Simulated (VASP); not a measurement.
# Sn (P6_3/mmc) in VASP: further runs, part 2 of 3

VASP 6.6.1. The steps go on from the part before.

### 3 Single point, PBEsol (volume scaled by 0.95)

INCAR reads:

```
PREC     = Accurate       # precision mode
ENCUT    = 520            # plane-wave cutoff, eV
EDIFF    = 1E-6           # SCF threshold, eV
ISMEAR   = -1             # smearing method
SIGMA    = 0.1            # smearing width, eV
LREAL    = F              # projectors in reciprocal space
LASPH    = T              # aspherical terms in the spheres
NELM     = 100            # most SCF steps
ALGO     = Normal         # electronic algorithm
ISIF     = 2              # what is computed and relaxed
LWAVE    = F              # write WAVECAR
LCHARG   = F              # write CHGCAR
GGA      = PS             # functional
NBANDS   = 21             # bands
```

KPOINTS reads:

```
regular mesh
0
Gamma
  13 13 7
```

POSCAR reads:

```
Sn
1.0
    3.3080025326      0.0000000000      0.0000000000
   -1.6540012663      2.8648142290      0.0000000000
    0.0000000000      0.0000000000      5.2640555814
Sn
2
Direct
    0.3333333333      0.6666666667      0.2500000000
    0.6666666667      0.3333333333      0.7500000000
```

Potentials or basis: VASP PAW PBE potentials, release 64 (Sn_d).

Started as:

```console
$ cat potpaw_PBE.64/Sn_d/POTCAR > POTCAR
$ mpirun -np 1 vasp_std > vasp.out
```

OUTCAR:

```text
PREC = Accurate
   ENCUT = 520
   EDIFF = 1E-6
   ISMEAR = -1
   LREAL = F
   LASPH = T
   NELM = 100
   ISIF = 2
   GGA = PS

 ion  position               nearest neighbor table
   1  0.333  0.667  0.250-   2 3.25   2 3.25   2 3.25   2 3.25   2 3.25   2 3.25
   2  0.667  0.333  0.750-   1 3.25   1 3.25   1 3.25   1 3.25   1 3.25   1 3.25

  LATTYP: Found a hexagonal cell.
 ALAT       =     3.3080025326
 C/A-ratio  =     1.5913094169

  Lattice vectors:

 A1 = (   3.3080025326,   0.0000000000,   0.0000000000)
 A2 = (  -1.6540012663,   2.8648142290,   0.0000000000)
 A3 = (   0.0000000000,   0.0000000000,   5.2640555814)

Analysis of symmetry for initial positions (statically):
=====================================================================
 Subroutine PRICEL returns:
 Original cell was already a primitive cell.

 Routine SETGRP: Setting up the symmetry group for a
 hexagonal supercell.

 Subroutine GETGRP returns: Found 24 space group operations
 (whereof 12 operations were pure point group operations)
 out of a pool of 24 trial point group operations.

The static configuration has the point symmetry D_3d.
 The point group associated with its full space group is D_6h.

Analysis of symmetry for dynamics (positions and initial velocities):
=====================================================================
 Subroutine PRICEL returns:
 Original cell was already a primitive cell.

 Routine SETGRP: Setting up the symmetry group for a
 hexagonal supercell.

 Subroutine GETGRP returns: Found 24 space group operations
 (whereof 12 operations were pure point group operations)
 out of a pool of 24 trial point group operations.

The dynamic configuration has the point symmetry D_3d.
 The point group associated with its full space group is D_6h.

 Subroutine INISYM returns: Found 24 space group operations
 (whereof 12 operations are pure point group operations),
 and found     1 'primitive' translations

----------------------------------------------------------------------------------------

                                     Primitive cell

  volume of cell :      49.8865

  direct lattice vectors                    reciprocal lattice vectors
     3.308002533  0.000000000  0.000000000     0.302297229  0.174531387  0.000000000
    -1.654001266  2.864814229  0.000000000     0.000000000  0.349062773  0.000000000
     0.000000000  0.000000000  5.264055581     0.000000000  0.000000000  0.189967599

  length of vectors
     3.308002533  3.308002533  5.264055581     0.349062773  0.349062773  0.189967599

  position of ions in fractional coordinates (direct lattice)
     0.333333333  0.666666667  0.250000000
     0.666666667  0.333333333  0.750000000

  ion indices of the primitive-cell ions
   primitive index   ion index
                 1           1
                 2           2

----------------------------------------------------------------------------------------

 KPOINTS: regular mesh

Automatic generation of k-mesh.
 Grid dimensions read from file:
 generate k-points for:   13   13    7

 Generating k-lattice:

  Cartesian coordinates                     Fractional coordinates (reciprocal lattice)
     0.023253633  0.013425491  0.000000000     0.076923077  0.000000000  0.000000000
     0.000000000  0.026850983  0.000000000     0.000000000  0.076923077  0.000000000
     0.000000000  0.000000000  0.027138228     0.000000000  0.000000000  0.142857143

  Length of vectors
     0.026850983  0.026850983  0.027138228

  Shift w.r.t. Gamma in fractional coordinates (k-lattice)
     0.000000000  0.000000000  0.000000000

 Subroutine IBZKPT returns following result:
 ===========================================

 Found     84 irreducible k-points:

 Following reciprocal coordinates:
            Coordinates               Weight
  0.000000  0.000000  0.000000      1.000000
  0.076923  0.000000  0.000000      6.000000
  0.153846  0.000000  0.000000      6.000000
  0.230769  0.000000  0.000000      6.000000
  0.307692  0.000000  0.000000      6.000000
  0.384615  0.000000  0.000000      6.000000
[... 16 lines left out ...]
  0.076923  0.000000  0.142857     12.000000
  0.153846  0.000000  0.142857     12.000000
 [... further k-points ...]
   k-points           NKPTS =     84   k-points in BZ     NKDIM =     84   number of bands    NBANDS=     21
   number of dos      NEDOS =    301   number of ions     NIONS =      2
   total plane-waves  NPLWV =  31360
   dimension x,y,z NGX =    28 NGY =   28 NGZ =   40
   dimension x,y,z NGXF=    56 NGYF=   56 NGZF=   80
   ions per type =               2
   NGX,Y,Z   is equivalent  to a cutoff of  14.07, 14.07, 12.63 a.u.
   NGXF,Y,Z  is equivalent  to a cutoff of  28.14, 28.14, 25.27 a.u.
 SYSTEM =  unknown system
   PREC   = accura    normal or accurate (medium, high low for compatibility)
   ISTART =      0    job   : 0-new  1-cont  2-samecut
   ICHARG =      2    charge: 1-file 2-atom 10-const
   ISPIN  =      1    spin polarized calculation?
   LNONCOLLINEAR =      F non collinear calculations
   LSORBIT =      F    spin-orbit coupling
   LASPH  =      T    aspherical Exc in radial PAW
   ENCUT  =  520.0 eV  38.22 Ry    6.18 a.u.   6.15  6.15  9.79*2*pi/ulx,y,z
   NELM   =    100;   NELMIN=  2; NELMDL= -5     # of ELM steps
   EDIFF  = 0.1E-05   stopping-criterion for ELM
   LREAL  =      F    real-space projection
   EDIFFG = 0.1E-04   stopping-criterion for IOM
   NSW    =      0    number of steps for IOM
   IBRION =     -1    ionic relax: 0-MD 1-quasi-New 2-CG
   NFREE  =      0    steps in history (QN), initial steepest desc. (CG)
   ISIF   =      2    stress and relaxation
   ISYM   =      2    0-nonsym 1-usesym 2-fastsym
   POTIM  = 0.5000    time-step for ionic-motion
   TEBEG  =    0.0;   TEEND  =   0.0 temperature during run
   PSTRESS=    0.0 pullay stress
   NELECT =      28.0000    total number of electrons
   NUPDOWN=      -1.0000    fix difference up-down
   EMIN   =  10.00;   EMAX   =-10.00  energy-range for DOS
   EFERMI =   0.00;   METHOD = LEGACY
   ISMEAR =    -1;   SIGMA  =   0.10  broadening in eV -4-tet -1-fermi 0-gaus
   EFERMI_NEDOS =   21; number of points for ismear=-14 and -15
   IALGO  =     38    algorithm
   IMIX   =      4    mixing-type and parameters
     AMIX     =   0.40;   BMIX     =  1.00
     AMIX_MAG =   1.60;   BMIX_MAG =  1.00
  volume/ion in A,a.u.               =      24.94       168.33
  Fermi-wavevector in a.u.,A,eV,Ry     =   1.350413  2.551910 24.811789  1.823615
  Thomas-Fermi vector in A             =   2.477919
   LORBIT       =      0    0 simple, 1 ext, 2 COOP (PROOUT), +10 PAW based schemes
   GGA     = PS    functional components
   LHFCALC =     F    Hartree Fock is set to
   AEXX    =    0.0000 exact exchange contribution
   IVDW    =     0    specifies the selected vdW correction
   LEPSILON=     F    determine dielectric tensor
   LRPA    =     F    only Hartree local field effects (RPA)
 non-spin polarized calculation
  energy-cutoff  :      520.00
  volume of cell :       49.89
 maximum number of plane-waves:      1363
 NGX is ok and might be reduce to    28
   NGX = 13   NGY = 13   NGZ = 19

 number of electron      27.9999994 magnetization

 Free energy of the ion-electron system (eV)
  ---------------------------------------------------
  ext. energy  EPLUGINS =         0.00000000
  ---------------------------------------------------
  free energy    TOTEN  =        -8.46554795 eV

  energy without entropy =       -8.43121115  energy(sigma->0) =       -8.44837955

 E-fermi :   9.0493     XC(G=0): -10.9135

 val. band max:        9.0451811723   @ k =   0.3077   0.1538   0.2857
 cond. band min:       9.0758261889   @ k =   0.3846   0.1538   0.0000
 fundamental gap:      0.0306450166
 Fermi energy:         9.0493409802

 k-point     1 :       0.0000    0.0000    0.0000
  band No.  band energies     occupation
      1     -12.4614      2.00000
      2     -12.4433      2.00000
      3     -12.4334      2.00000
      4     -12.4334      2.00000
      5     -12.4173      2.00000
      6     -12.4173      2.00000
[... 13 lines left out ...]
     20      18.8027      0.00000
     21      21.4785      0.00000
[... 529 lines left out ...]
 k-point    24 :       0.1538    0.0000    0.1429
  band No.  band energies     occupation
      1     -12.4780      2.00000
      2     -12.4410      2.00000
      3     -12.4342      2.00000
      4     -12.4218      2.00000
      5     -12.4075      2.00000
      6     -12.3858      2.00000
[... 13 lines left out ...]
     20      19.5155      0.00000
     21      19.7317      0.00000

 [... further k-points ...]

------------------------ aborting loop because EDIFF is reached ----------------------------------------

  FORCE on cell =-STRESS in cart. coord.  units (eV):
  Direction    XX          YY          ZZ          XY          YZ          ZX
  --------------------------------------------------------------------------------------
  -------------------------------------------------------------------------------------
  Total        0.9969286      0.9969286      0.9979265      0.0000000      0.0000000      0.0000000
  in kB       32.0178276     32.0178276     32.0498777      0.0000000      0.0000000      0.0000000
  external PRESSURE =      32.0285109 kB  Pullay stress =       0.0000000 kB

 VOLUME and BASIS-vectors are now :
 -----------------------------------------------------------------------------
  energy-cutoff  :      520.00
  volume of cell :       49.89
      direct lattice vectors                 reciprocal lattice vectors
     3.308002533  0.000000000  0.000000000     0.302297229  0.174531387  0.000000000
    -1.654001266  2.864814229  0.000000000     0.000000000  0.349062773  0.000000000
     0.000000000  0.000000000  5.264055581     0.000000000  0.000000000  0.189967599

 POSITION                                       TOTAL-FORCE (eV/Angst)
 -----------------------------------------------------------------------------------
     -0.00000      1.90988      1.31601        -0.000000      0.000000      0.000000
      1.65400      0.95494      3.94804         0.000000     -0.000000      0.000000
 -----------------------------------------------------------------------------------
    total drift:                                0.000000     -0.000000      0.000000

  FREE ENERGIE OF THE ION-ELECTRON SYSTEM (eV)
  ---------------------------------------------------
  free  energy   TOTEN  =        -8.4655479501 eV

  energy  without entropy=       -8.4312111465  energy(sigma->0) =       -8.44837955
```

It took 2.5 min on 1 thread of AMD EPYC 7R13, shared host; peak memory 0.19 GiB.

Results:

```
Free energy            : -8.4655 eV
Pressure               : 3.2 GPa
Band gap on the k mesh : zero (band 14 reaches 15.02 eV, above the bottom of band 15 at 6.80 eV)
```

Caveat: the PAW data sets were made with another functional, which shifts forces and pressure a little; spin-orbit coupling is left out, which moves the levels of the heavy elements.

### 4 Single point, PBEsol (volume scaled by 0.95)

INCAR reads:

```
SYSTEM = Sn
ALGO = Normal ; EDIFF = 1E-7
ENCUT = 520 ; GGA = PS
ISIF = 2 ; ISMEAR = -1
LASPH = .TRUE. ; LCHARG = .FALSE.
LREAL = .FALSE. ; LWAVE = .FALSE.
NBANDS = 21 ; NELM = 100
PREC = Accurate ; SIGMA = 0.1
```

KPOINTS reads:

```
k-points
0
G
  13 13 7
  0 0 0
```

POSCAR is that of step 3.

Started as:

```console
$ cat potpaw_PBE.64/Sn_d/POTCAR > POTCAR
$ mpirun -np 1 vasp_std > vasp.out
```

Wall time 52 s (1 thread of Intel Xeon Platinum 8375C at 2.90GHz (Ice Lake), shared host); peak memory 0.22 GiB.

It converged, with:

- Free energy: -8.4655 eV
- Pressure: 3.2 GPa
- Band gap on the k mesh: zero (band 14 reaches 15.02 eV, above the bottom of band 15 at 6.80 eV)

Levels at points of the mesh, in eV from the Fermi level:
| k point | band 10 | band 11 | band 12 | band 13 | band 14 | band 15 | band 16 | band 17 | band 18 | band 19 |
| --- | --- | --- | --- | --- | --- | --- | --- | --- | --- | --- |
| (0.00, 0.00, 0.00) | -21.31 | -11.80 | -6.66 | -5.03 | 5.88 | 5.88 | 7.87 | 7.87 | 9.12 | 9.53 |

Caveat: the PAW data sets were made with another functional, which shifts forces and pressure a little; spin-orbit coupling is left out, which moves the levels of the heavy elements.

[end of part 2 of 3]
